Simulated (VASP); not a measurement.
**FeSi: relaxation of cell and atoms with PBE**

The system is FeSi.

```xyz
8
Lattice="4.4670 0.0000 0.0000 0.0000 4.4670 0.0000 0.0000 0.0000 4.4670" Properties=species:S:1:pos:R:3 pbc="T T T"
Fe    0.5986    0.5986    0.5986
Fe    1.6349    3.8684    2.8321
Fe    2.8321    1.6349    3.8684
Fe    3.8684    2.8321    1.6349
Si    3.7724    3.7724    3.7724
Si    2.9281    0.6946    1.5389
Si    1.5389    2.9281    0.6946
Si    0.6946    1.5389    2.9281
```

- Program: VASP 6.6.1
- Task: relaxation of cell and atoms
- Functional: PBE
- Potentials or basis: VASP PAW PBE potentials, release 64 (Fe, Si)
- Cutoff: 600 eV
- k mesh: 8 × 8 × 8
- Occupations: gaussian, width 0.01 eV
- Spin: no spin polarisation
- Dipole correction: no
- Further INCAR settings: ALGO = Normal; EDIFF = 1e-06; IBRION = 2; EDIFFG = -0.01; NSW = 100; ISIF = 3

```
Relaxed volume                        : 11.00 Å³/atom
Relaxed cell                          : a = 4.448 Å, b = 4.448 Å, c = 4.448 Å, α = 90.00°, β = 90.00°, γ = 90.00°
Space group after relaxing (to 0.1 Å) : P2_13 (No. 198)
Energy gained by relaxing             : 6.1 meV/atom
Ionic steps                           : 8
Pressure after relaxing               : 0.1 GPa
Largest force after relaxing          : 0.005 eV/Å
Band gap on the k mesh                : 0.16 eV (least direct gap 0.17 eV)
```

Forces on the atoms (eV/Å):
```
Fe   0.003  0.003  0.003
Fe  -0.003 -0.003  0.003
Fe   0.003 -0.003 -0.003
Fe  -0.003  0.003 -0.003
Si  -0.001 -0.001 -0.001
Si   0.001  0.001 -0.001
Si  -0.001  0.001  0.001
Si   0.001 -0.001  0.001
```

Step by step:
| step | energy change (eV) | largest force (eV/Å) | pressure (GPa) | volume (Å³) |
| --- | --- | --- | --- | --- |
| 1 | 0.0000 | 0.5425 | -2.53 | 89.13 |
| 2 | -0.0361 | 0.1375 | 3.22 | 86.89 |
| 3 | -0.0402 | 0.1627 | 1.76 | 87.42 |
| 4 | -0.0475 | 0.0727 | -0.78 | 88.33 |
| 5 | -0.0490 | 0.0183 | -0.09 | 88.06 |
| 6 | -0.0490 | 0.0210 | -0.02 | 88.05 |
| 7 | -0.0491 | 0.0131 | 0.04 | 88.02 |
| 8 | -0.0491 | 0.0051 | 0.08 | 88.00 |

Final structure:
```yaml
crystal:
  lattice:
    - [4.44793, 0.00000, 0.00000]
    - [0.00000, 4.44793, 0.00000]
    - [0.00000, 0.00000, 4.44793]
  atoms:
    - { symbol: Fe, position: [0.13633, 0.13633, 0.13633] }
    - { symbol: Fe, position: [0.36367, 0.86367, 0.63633] }
    - { symbol: Fe, position: [0.63633, 0.36367, 0.86367] }
    - { symbol: Fe, position: [0.86367, 0.63633, 0.36367] }
    - { symbol: Si, position: [0.84078, 0.84078, 0.84078] }
    - { symbol: Si, position: [0.65922, 0.15922, 0.34078] }
    - { symbol: Si, position: [0.34078, 0.65922, 0.15922] }
    - { symbol: Si, position: [0.15922, 0.34078, 0.65922] }
```

Levels at points of the mesh, in eV from the valence-band top:
| k point | band 22 | band 23 | band 24 | band 25 | band 26 | band 27 |
| --- | --- | --- | --- | --- | --- | --- |
| (0.00, 0.00, 0.00) | -0.29 | -0.04 | -0.04 | 0.66 | 0.66 | 0.66 |
| (0.50, 0.00, 0.00) | -0.38 | -0.01 | -0.01 | 0.20 | 0.20 | 1.72 |
| (0.50, 0.50, 0.00) | -1.01 | -0.36 | -0.36 | 0.64 | 0.64 | 1.30 |
| (0.50, 0.50, 0.50) | -0.67 | -0.67 | -0.67 | 0.50 | 0.50 | 0.50 |

Run time: 4.9 min on 1 thread of Intel(R) Xeon(R) 6975P-C (Granite Rapids) (shared host), peak memory 0.28 GiB.

A k mesh can miss the band edges. Spin polarisation is off, so any magnetic state and its effect on volume and gap are missing.
